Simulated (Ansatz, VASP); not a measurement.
# Two plane-wave programs on Ti

Contents of INCAR:

```
PREC = Accurate
ENCUT = 520
EDIFF = 1E-6
ISMEAR = 0
SIGMA = 0.1
LREAL = False
LASPH = True
NELM = 100
ALGO = Normal
ISIF = 2
LWAVE = False
LCHARG = False
GGA = PS
NBANDS = 19
```

Contents of KPOINTS:

```
regular mesh
0
Gamma
  16 16 16
```

POSCAR

```
Ti
1.0
    3.1139251620      0.0000000000      0.0000000000
    0.0000000000      3.1139251620      0.0000000000
    0.0000000000      0.0000000000      3.1139251620
Ti
2
Direct
    0.0000000000      0.0000000000      0.0000000000
    0.5000000000      0.5000000000      0.5000000000
```

Input for Ansatz:

```yaml
crystal:
  lattice:
    - [3.113925162, 0.0, 0.0]
    - [0.0, 3.113925162, 0.0]
    - [0.0, 0.0, 3.113925162]
  atoms:
    - { symbol: Ti, position: [0.0, 0.0, 0.0] }
    - { symbol: Ti, position: [0.5, 0.5, 0.5] }
basis:
  ecutwfc: 420
kpoints:
  mp_grid: { grid: [16, 16, 16] }
hamiltonian:
  xc: pbesol
scf:
  occupations: { method: gaussian, width: 0.1 }
output:
  forces: true
  stress: true
  eigenvalues: true
```

Change from the starting cell: equal strain along all axes, cell held, atoms relaxed: -3.0 %.

Alike in both runs: task single point; functional PBEsol; k mesh 16 × 16 × 16; occupations gaussian, width 0.1 eV; no spin polarisation.

```csv
,VASP,Ansatz
version,VASP 6.6.1,Ansatz 0.2.0
potentials or method,"VASP PAW PBE potentials, release 64 (Ti_sv), cutoff 520 eV","scalar-relativistic, plane waves, PAW"
valence electrons in the cell,24,24
```

```tsv
	VASP	Ansatz	Ansatz less VASP
gap on the k mesh at the Fermi level (eV)	none	none	-
pressure (GPa)	11.4	11.9	+0.47
```

VASP's potentials were made for PBE, not for PBEsol. A gap of «none» marks a metal or a gap that the smearing closes. With one functional, cell and mesh, what is left measures potentials, basis and numerics.
